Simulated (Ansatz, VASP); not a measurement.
# One calculation of In3Se, two programs

```
CELL_PARAMETERS angstrom
4.80376 0.00000 0.00000
0.00000 4.80376 0.00000
0.00000 0.00000 4.80376
ATOMIC_POSITIONS crystal
In 0.00000 0.50000 0.50000
In 0.50000 0.00000 0.50000
In 0.50000 0.50000 0.00000
Se 0.00000 0.00000 0.00000
```

Alike in both runs: task single point; functional PBEsol; k mesh 10 × 10 × 10; occupations fermi-dirac, width 0.3 eV; no spin polarisation.

|  | VASP | Ansatz |
| --- | --- | --- |
| version | VASP 6.6.1 | Ansatz 0.2.0 |
| potentials or method | VASP PAW PBE potentials, release 64 (In_d, Se), cutoff 520 eV | scalar-relativistic, plane waves, PAW |
| valence electrons in the cell | 45 | 55 |

|  | VASP | Ansatz | Ansatz less VASP |
| --- | --- | --- | --- |
| gap on the k mesh at the Fermi level (eV) | none | none | - |
| pressure (GPa) | -3.0 | -2.9 | +0.02 |

VASP's potentials were made for PBE, not for PBEsol. A gap of «none» marks a metal or a gap that the smearing closes. The functional is the same, so the differences come from potentials, cutoffs and numerics. VASP's potentials hold 45 valence electrons a cell and Ansatz's 55, so a difference there can come from the potentials and not from the codes.
